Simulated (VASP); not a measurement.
# Zr (Fm-3m) in VASP: further runs

The runs below take Zr through single point, relaxation of cell and atoms, with PBE.

All numbers are computed with VASP 6.6.1; they aren't measurements. Logs are shortened: lines on timing, memory, paths and dates and some standing lists are left out, and cuts for length are marked.

## 1. The cell of the first run

The structure is cubic, space group Fm-3m (No. 225). The conventional cell has a = 4.522 Å, b = 4.522 Å, c = 4.522 Å, α = 90.00°, β = 90.00°, γ = 90.00°. Within 4.2 Å of Zr (site symmetry m-3m) lie 12 Zr at 3.20 Å.

This isn't the form of Zr at room conditions, which is hcp.

## 2. Single point, PBE, collinear spin

The input, INCAR:

```
SYSTEM = Zr
ALGO = Normal
EDIFF = 1E-7
ENCUT = 520
GGA = PE
ISIF = 2
ISMEAR = -1
ISPIN = 2
LASPH = .True.
LCHARG = .False.
LMAXMIX = 4
LORBIT = 11
LREAL = .False.
LWAVE = .False.
MAGMOM = 1
NBANDS = 16
NELM = 150
PREC = Accurate
SIGMA = 0.05
```

The input, KPOINTS:

```
k-points
0
Gamma
  12 12 12
  0 0 0
```

The input, POSCAR:

```
Zr
1.0
    0.0000000000      2.2609290331      2.2609290331
    2.2609290331      0.0000000000      2.2609290331
    2.2609290331      2.2609290331      0.0000000000
Zr
1
Direct
    0.0000000000      0.0000000000      0.0000000000
```

Potentials or basis: VASP PAW PBE potentials, release 64 (Zr_sv).

Run with:

```console
cat potpaw_PBE.64/Zr_sv/POTCAR > POTCAR
mpirun -np 1 vasp_std > vasp.out
```

OUTCAR:

```text
SYSTEM = Zr
   EDIFF = 1E-7
   ENCUT = 520
   GGA = PE
   ISIF = 2
   ISMEAR = -1
   ISPIN = 2
   LASPH = .True.
   LORBIT = 11
   LREAL = .False.
   NELM = 150
   PREC = Accurate

 ion  position               nearest neighbor table
   1  0.000  0.000  0.000-

  LATTYP: Found a face centered cubic cell.
 ALAT       =     4.5218580662

  Lattice vectors:

 A1 = (   0.0000000000,   2.2609290331,   2.2609290331)
 A2 = (   2.2609290331,   0.0000000000,   2.2609290331)
 A3 = (   2.2609290331,   2.2609290331,   0.0000000000)

Analysis of symmetry for initial positions (statically):
=====================================================================
 Subroutine PRICEL returns:
 Original cell was already a primitive cell.

 Routine SETGRP: Setting up the symmetry group for a
 face centered cubic supercell.

 Subroutine GETGRP returns: Found 48 space group operations
 (whereof 48 operations were pure point group operations)
 out of a pool of 48 trial point group operations.

The static configuration has the point symmetry O_h .

Analysis of symmetry for dynamics (positions and initial velocities):
=====================================================================
 Subroutine PRICEL returns:
 Original cell was already a primitive cell.

 Routine SETGRP: Setting up the symmetry group for a
 face centered cubic supercell.

 Subroutine GETGRP returns: Found 48 space group operations
 (whereof 48 operations were pure point group operations)
 out of a pool of 48 trial point group operations.

The dynamic configuration has the point symmetry O_h .

Analysis of structural, dynamic, and magnetic symmetry:
=====================================================================
 Subroutine PRICEL returns:
 Original cell was already a primitive cell.

 Routine SETGRP: Setting up the symmetry group for a
 face centered cubic supercell.

 Subroutine GETGRP returns: Found 48 space group operations
 (whereof 48 operations were pure point group operations)
 out of a pool of 48 trial point group operations.

The overall configuration has the point symmetry O_h .

 Subroutine INISYM returns: Found 48 space group operations
 (whereof 48 operations are pure point group operations),
 and found     1 'primitive' translations

----------------------------------------------------------------------------------------

                                     Primitive cell

  volume of cell :      23.1148

  direct lattice vectors                    reciprocal lattice vectors
     0.000000000  2.260929033  2.260929033    -0.221148029  0.221148029  0.221148029
     2.260929033  0.000000000  2.260929033     0.221148029 -0.221148029  0.221148029
     2.260929033  2.260929033  0.000000000     0.221148029  0.221148029 -0.221148029

  length of vectors
     3.197436502  3.197436502  3.197436502     0.383039623  0.383039623  0.383039623

  position of ions in fractional coordinates (direct lattice)
     0.000000000  0.000000000  0.000000000

  ion indices of the primitive-cell ions
   primitive index   ion index
                 1           1

----------------------------------------------------------------------------------------

 KPOINTS: k-points

Automatic generation of k-mesh.
 Grid dimensions read from file:
 generate k-points for:   12   12   12

 Generating k-lattice:

  Cartesian coordinates                     Fractional coordinates (reciprocal lattice)
    -0.018429002  0.018429002  0.018429002     0.083333333  0.000000000  0.000000000
     0.018429002 -0.018429002  0.018429002     0.000000000  0.083333333  0.000000000
     0.018429002  0.018429002 -0.018429002     0.000000000  0.000000000  0.083333333

  Length of vectors
     0.031919969  0.031919969  0.031919969

  Shift w.r.t. Gamma in fractional coordinates (k-lattice)
     0.000000000  0.000000000  0.000000000

 Subroutine IBZKPT returns following result:
 ===========================================

 Found     72 irreducible k-points:

 Following reciprocal coordinates:
            Coordinates               Weight
  0.000000  0.000000  0.000000      1.000000
  0.083333  0.000000  0.000000      8.000000
  0.166667  0.000000  0.000000      8.000000
  0.250000  0.000000  0.000000      8.000000
  0.333333  0.000000  0.000000      8.000000
  0.416667  0.000000  0.000000      8.000000
[... 16 lines left out ...]
  0.500000  0.166667  0.000000     24.000000
 -0.416667  0.166667  0.000000     24.000000
 [... further k-points ...]
   k-points           NKPTS =     72   k-points in BZ     NKDIM =     72   number of bands    NBANDS=     16
   number of dos      NEDOS =    301   number of ions     NIONS =      1
   total plane-waves  NPLWV =  13824
   dimension x,y,z NGX =    24 NGY =   24 NGZ =   24
   dimension x,y,z NGXF=    48 NGYF=   48 NGZF=   48
   ions per type =               1
   NGX,Y,Z   is equivalent  to a cutoff of  12.48, 12.48, 12.48 a.u.
   NGXF,Y,Z  is equivalent  to a cutoff of  24.96, 24.96, 24.96 a.u.
 SYSTEM =  Zr
   PREC   = accura    normal or accurate (medium, high low for compatibility)
   ISTART =      0    job   : 0-new  1-cont  2-samecut
   ICHARG =      2    charge: 1-file 2-atom 10-const
   ISPIN  =      2    spin polarized calculation?
   LNONCOLLINEAR =      F non collinear calculations
   LSORBIT =      F    spin-orbit coupling
   LASPH  =      T    aspherical Exc in radial PAW
   ENCUT  =  520.0 eV  38.22 Ry    6.18 a.u.   5.95  5.95  5.95*2*pi/ulx,y,z
   NELM   =    150;   NELMIN=  2; NELMDL= -5     # of ELM steps
   EDIFF  = 0.1E-06   stopping-criterion for ELM
   LREAL  =      F    real-space projection
   EDIFFG = 0.1E-05   stopping-criterion for IOM
   NSW    =      0    number of steps for IOM
   IBRION =     -1    ionic relax: 0-MD 1-quasi-New 2-CG
   NFREE  =      0    steps in history (QN), initial steepest desc. (CG)
   ISIF   =      2    stress and relaxation
   ISYM   =      2    0-nonsym 1-usesym 2-fastsym
   POTIM  = 0.5000    time-step for ionic-motion
   TEBEG  =    0.0;   TEEND  =   0.0 temperature during run
   PSTRESS=    0.0 pullay stress
   NELECT =      12.0000    total number of electrons
   NUPDOWN=      -1.0000    fix difference up-down
   EMIN   =  10.00;   EMAX   =-10.00  energy-range for DOS
   EFERMI =   0.00;   METHOD = LEGACY
   ISMEAR =    -1;   SIGMA  =   0.05  broadening in eV -4-tet -1-fermi 0-gaus
   EFERMI_NEDOS =   21; number of points for ismear=-14 and -15
   IALGO  =     38    algorithm
   IMIX   =      4    mixing-type and parameters
     AMIX     =   0.40;   BMIX     =  1.00
     AMIX_MAG =   1.60;   BMIX_MAG =  1.00
  volume/ion in A,a.u.               =      23.11       155.99
  Fermi-wavevector in a.u.,A,eV,Ry     =   1.315745  2.486397 23.554192  1.731184
  Thomas-Fermi vector in A             =   2.445906
   LORBIT       =     11    0 simple, 1 ext, 2 COOP (PROOUT), +10 PAW based schemes
   GGA     = PE    functional components
   LHFCALC =     F    Hartree Fock is set to
   AEXX    =    0.0000 exact exchange contribution
   IVDW    =     0    specifies the selected vdW correction
   LEPSILON=     F    determine dielectric tensor
   LRPA    =     F    only Hartree local field effects (RPA)
 spin polarized calculation
  energy-cutoff  :      520.00
  volume of cell :       23.11
 maximum number of plane-waves:       636
   NGX = 11   NGY = 11   NGZ = 11

 number of electron      12.0000000 magnetization       0.0015116

 number of electron      12.0000000 magnetization      -0.0000775

 Free energy of the ion-electron system (eV)
  ---------------------------------------------------
  ext. energy  EPLUGINS =         0.00000000
  ---------------------------------------------------
  free energy    TOTEN  =        -8.49101791 eV

  energy without entropy =       -8.48135490  energy(sigma->0) =       -8.48618641

 E-fermi :   8.9545     XC(G=0): -11.1147

 val. band max:        8.9487401749   @ k =  -0.3333   0.3333   0.1667
 cond. band min:       8.9660661118   @ k =  -0.3333   0.2500   0.0000
 fundamental gap:      0.0173259370
 Fermi energy:         8.9544897933

 spin component 1

 k-point     1 :       0.0000    0.0000    0.0000
  band No.  band energies     occupation
      1     -39.7245      1.00000
      2     -17.2313      1.00000
      3     -17.2313      1.00000
      4     -17.2313      1.00000
      5       3.4036      1.00000
      6       9.9483      0.00000
[... 8 lines left out ...]
     15      27.4413      0.00000
     16      35.1398      0.00000

 k-point     2 :       0.0833    0.0000    0.0000
  band No.  band energies     occupation
      1     -39.7149      1.00000
      2     -17.3014      1.00000
      3     -17.2399      1.00000
      4     -17.2399      1.00000
      5       3.6276      1.00000
      6       9.7455      0.00000
[... 8 lines left out ...]
     15      28.6284      0.00000
     16      33.2462      0.00000
[... 387 lines left out ...]
      5       6.6656      1.00000
      6       8.5402      0.99975
[... 8 lines left out ...]
     15      30.3877      0.00000
     16      31.7165      0.00000

 k-point    24 :      -0.4167    0.1667    0.0000
  band No.  band energies     occupation
      1     -39.5657      1.00000
      2     -18.1222      1.00000
      3     -17.5404      1.00000
      4     -17.3942      1.00000
      5       6.7389      1.00000
      6       8.6318      0.99843
[... 8 lines left out ...]
     15      29.9343      0.00000
     16      31.1563      0.00000

 [... further k-points ...]

 spin component 2

 k-point     1 :       0.0000    0.0000    0.0000
  band No.  band energies     occupation
      1     -39.7245      1.00000
      2     -17.2313      1.00000
      3     -17.2313      1.00000
      4     -17.2313      1.00000
      5       3.4036      1.00000
      6       9.9482      0.00000
[... 8 lines left out ...]
     15      27.4414      0.00000
     16      35.1397      0.00000

 k-point     2 :       0.0833    0.0000    0.0000
  band No.  band energies     occupation
      1     -39.7149      1.00000
      2     -17.3014      1.00000
      3     -17.2400      1.00000
      4     -17.2400      1.00000
      5       3.6275      1.00000
      6       9.7454      0.00000
[... 8 lines left out ...]
     15      28.6285      0.00000
     16      33.2461      0.00000
[... 387 lines left out ...]
      5       6.6656      1.00000
      6       8.5402      0.99975
[... 8 lines left out ...]
     15      30.3877      0.00000
     16      31.7164      0.00000

 k-point    24 :      -0.4167    0.1667    0.0000
  band No.  band energies     occupation
      1     -39.5657      1.00000
      2     -18.1223      1.00000
      3     -17.5405      1.00000
      4     -17.3942      1.00000
      5       6.7388      1.00000
      6       8.6318      0.99843
[... 8 lines left out ...]
     15      29.9342      0.00000
     16      31.1563      0.00000

 [... further k-points ...]

------------------------ aborting loop because EDIFF is reached ----------------------------------------

  FORCE on cell =-STRESS in cart. coord.  units (eV):
  Direction    XX          YY          ZZ          XY          YZ          ZX
  --------------------------------------------------------------------------------------
  -------------------------------------------------------------------------------------
  Total        0.0023979      0.0023979      0.0023979     -0.0000000      0.0000000     -0.0000000
  in kB        0.1662073      0.1662073      0.1662073     -0.0000000      0.0000000     -0.0000000
  external PRESSURE =       0.1662073 kB  Pullay stress =       0.0000000 kB

 VOLUME and BASIS-vectors are now :
 -----------------------------------------------------------------------------
  energy-cutoff  :      520.00
  volume of cell :       23.11
      direct lattice vectors                 reciprocal lattice vectors
     0.000000000  2.260929033  2.260929033    -0.221148029  0.221148029  0.221148029
     2.260929033  0.000000000  2.260929033     0.221148029 -0.221148029  0.221148029
     2.260929033  2.260929033  0.000000000     0.221148029  0.221148029 -0.221148029

 POSITION                                       TOTAL-FORCE (eV/Angst)
 -----------------------------------------------------------------------------------
      0.00000      0.00000      0.00000        -0.000000     -0.000000      0.000000
 -----------------------------------------------------------------------------------
    total drift:                                0.000000      0.000000     -0.000000

  FREE ENERGIE OF THE ION-ELECTRON SYSTEM (eV)
  ---------------------------------------------------
  free  energy   TOTEN  =        -8.4910179128 eV

  energy  without entropy=       -8.4813549005  energy(sigma->0) =       -8.48618641

 total charge

# of ion       s       p       d       tot
------------------------------------------
    1        2.230   5.955   1.655   9.839

 magnetization (x)

# of ion       s       p       d       tot
------------------------------------------
    1       -0.000  -0.000  -0.000  -0.000
```

It took 31 s on 1 thread of Intel Xeon Platinum 8259CL at 2.50GHz (Skylake/Cascade Lake), shared host; peak memory 0.17 GiB.

What came out:

- Free energy: -8.4910 eV
- Pressure: 0.0 GPa
- Band gap on the k mesh: zero (filled and empty bands overlap)
- Net moment: 0.00 μB per cell
- Valence electrons inside the program's atomic spheres: Zr 9.84

Levels at points of the mesh, in eV from the Fermi level:
Spin up:
```
           k point  band 2  band 3  band 4  band 5  band 6  band 7  band 8  band 9  band 10  band 11
(0.00, 0.00, 0.00)  -26.19  -26.19  -26.19   -5.55    0.99    0.99    0.99    3.43     3.43    10.52
(0.50, 0.00, 0.00)  -27.17  -26.31  -26.31   -2.94    0.81    0.81    1.14    5.22     5.22     9.63
(0.50, 0.50, 0.00)  -27.10  -26.53  -26.53   -2.99   -2.19    3.04    5.23    5.74     5.74     9.86
```
Spin down:
| k point | band 3 | band 4 | band 5 | band 6 | band 7 | band 8 | band 9 | band 10 |
| --- | --- | --- | --- | --- | --- | --- | --- | --- |
| (0.00, 0.00, 0.00) | -26.19 | -26.19 | -5.55 | 0.99 | 0.99 | 0.99 | 3.43 | 3.43 |
| (0.50, 0.00, 0.00) | -26.31 | -26.31 | -2.94 | 0.81 | 0.81 | 1.14 | 5.22 | 5.22 |
| (0.50, 0.50, 0.00) | -26.53 | -26.53 | -2.99 | -2.19 | 3.04 | 5.23 | 5.74 | 5.74 |

## 3. Relaxation of cell and atoms, PBE, collinear spin

This run uses another cell than the first one, of 23.28 Å³/atom.

The input, INCAR:

```
  PREC = Accurate
  ENCUT = 600
  EDIFF = 1E-7
  ISMEAR = -1
  SIGMA = 0.05
  LREAL = F
  LASPH = T
  NELM = 150
  ALGO = Normal
  ISIF = 3
  LWAVE = F
  LCHARG = F
  ISPIN = 2
  MAGMOM = 1
  LORBIT = 11
  LMAXMIX = 4
  GGA = PE
  IBRION = 2
  NSW = 80
  EDIFFG = -0.01
```

The input, KPOINTS:

```
regular mesh
0
Gamma
  12 12 12
```

The input, POSCAR:

```
Zr
1.0
    0.0000000000      2.2663258114      2.2663258114
    2.2663258114      0.0000000000      2.2663258114
    2.2663258114      2.2663258114      0.0000000000
Zr
1
Direct
    0.0000000000      0.0000000000      0.0000000000
```

Potentials or basis: VASP PAW PBE potentials, release 64 (Zr_sv).

Run with:

```console
cat potpaw_PBE.64/Zr_sv/POTCAR > POTCAR
mpirun -np 1 vasp_std > vasp.out
```

OUTCAR:

```text
PREC = Accurate
   ENCUT = 600
   EDIFF = 1E-7
   ISMEAR = -1
   LREAL = F
   LASPH = T
   NELM = 150
   ISIF = 3
   ISPIN = 2
   LORBIT = 11
   GGA = PE
   IBRION = 2
   NSW = 80
   EDIFFG = -0.01

 ion  position               nearest neighbor table
   1  0.000  0.000  0.000-

  LATTYP: Found a face centered cubic cell.
 ALAT       =     4.5326516228

  Lattice vectors:

 A1 = (   0.0000000000,   2.2663258114,   2.2663258114)
 A2 = (   2.2663258114,   0.0000000000,   2.2663258114)
 A3 = (   2.2663258114,   2.2663258114,   0.0000000000)

Analysis of symmetry for initial positions (statically):
=====================================================================
 Subroutine PRICEL returns:
 Original cell was already a primitive cell.

 Routine SETGRP: Setting up the symmetry group for a
 face centered cubic supercell.

 Subroutine GETGRP returns: Found 48 space group operations
 (whereof 48 operations were pure point group operations)
 out of a pool of 48 trial point group operations.

The static configuration has the point symmetry O_h .

Analysis of symmetry for dynamics (positions and initial velocities):
=====================================================================
 Subroutine PRICEL returns:
 Original cell was already a primitive cell.

 Routine SETGRP: Setting up the symmetry group for a
 face centered cubic supercell.

 Subroutine GETGRP returns: Found 48 space group operations
 (whereof 48 operations were pure point group operations)
 out of a pool of 48 trial point group operations.

[... 238 lines left out ...]

 Free energy of the ion-electron system (eV)
  ---------------------------------------------------
  ext. energy  EPLUGINS =         0.00000000
  ---------------------------------------------------
  free energy    TOTEN  =        -8.49113236 eV

  energy without entropy =       -8.48145552  energy(sigma->0) =       -8.48629394

 E-fermi :   8.9510     XC(G=0): -11.1135

 val. band max:        8.9450956369   @ k =  -0.3333   0.3333   0.1667
 cond. band min:       8.9624857579   @ k =  -0.3333   0.2500   0.0000
 fundamental gap:      0.0173901210
 Fermi energy:         8.9510099850

 spin component 1

 k-point     1 :       0.0000    0.0000    0.0000
  band No.  band energies     occupation
      1     -39.7286      1.00000
      2     -17.2361      1.00000
      3     -17.2361      1.00000
      4     -17.2361      1.00000
      5       3.4004      1.00000
      6       9.9447      0.00000
      7       9.9447      0.00000
      8       9.9447      0.00000
      9      12.3780      0.00000
     10      12.3780      0.00000
     11      19.4706      0.00000
[... 310 lines left out ...]
  band No.  band energies     occupation
      1     -39.5700      1.00000
      2     -18.1262      1.00000
      3     -17.5450      1.00000
      4     -17.3989      1.00000
      5       6.7357      1.00000
      6       8.6285      0.99842
      7       9.6383      0.00000
      8      10.4253      0.00000
      9      13.7118      0.00000
     10      15.3768      0.00000
     11      18.1491      0.00000

 [... further k-points ...]

 spin component 2

 k-point     1 :       0.0000    0.0000    0.0000
  band No.  band energies     occupation
      1     -39.7286      1.00000
      2     -17.2361      1.00000
      3     -17.2361      1.00000
      4     -17.2361      1.00000
      5       3.4004      1.00000
      6       9.9447      0.00000
      7       9.9447      0.00000
      8       9.9447      0.00000
      9      12.3780      0.00000
     10      12.3780      0.00000
     11      19.4706      0.00000
[... 350 lines left out ...]
  FREE ENERGIE OF THE ION-ELECTRON SYSTEM (eV)
  ---------------------------------------------------
  free  energy   TOTEN  =        -8.4911323624 eV

  energy  without entropy=       -8.4814555224  energy(sigma->0) =       -8.48629394

 reached required accuracy - stopping structural energy minimisation

 total charge

# of ion       s       p       d       tot
------------------------------------------
    1        2.230   5.955   1.654   9.839

 magnetization (x)

# of ion       s       p       d       tot
------------------------------------------
    1       -0.000   0.000   0.000   0.000
```

Run time: 2 min. Hardware: 1 thread of Intel Xeon Platinum 8259CL at 2.50GHz (Skylake/Cascade Lake), shared host; peak memory 0.2 GiB.

What came out:

- Free energy: -8.4911 eV
- Relaxed volume: 23.12 Å³/atom
- Relaxed cell: a = 3.198 Å, b = 3.198 Å, c = 3.198 Å, α = 60.00°, β = 60.00°, γ = 60.00°
- Space group after relaxing (to 0.1 Å): Fm-3m (No. 225)
- Energy gained by relaxing: 0.3 meV/atom
- Ionic steps: 3
- Pressure after relaxing: 0.0 GPa
- Band gap on the k mesh: zero (filled and empty bands overlap)
- Net moment: 0.00 μB per cell
- Valence electrons inside the program's atomic spheres: Zr 9.84

Step by step:
| step | energy change (eV) | largest force (eV/Å) | pressure (GPa) | volume (Å³) |
| --- | --- | --- | --- | --- |
| 1 | 0.0000 | 0.0000 | -0.61 | 23.28 |
| 2 | -0.0001 | 0.0000 | 0.54 | 22.98 |
| 3 | -0.0003 | 0.0000 | 0.00 | 23.12 |

Final structure:
```
CELL_PARAMETERS angstrom
0.00000 2.26114 2.26114
2.26114 0.00000 2.26114
2.26114 2.26114 0.00000
ATOMIC_POSITIONS crystal
Zr 0.00000 0.00000 0.00000
```

(Continued in part 2 of 2.)
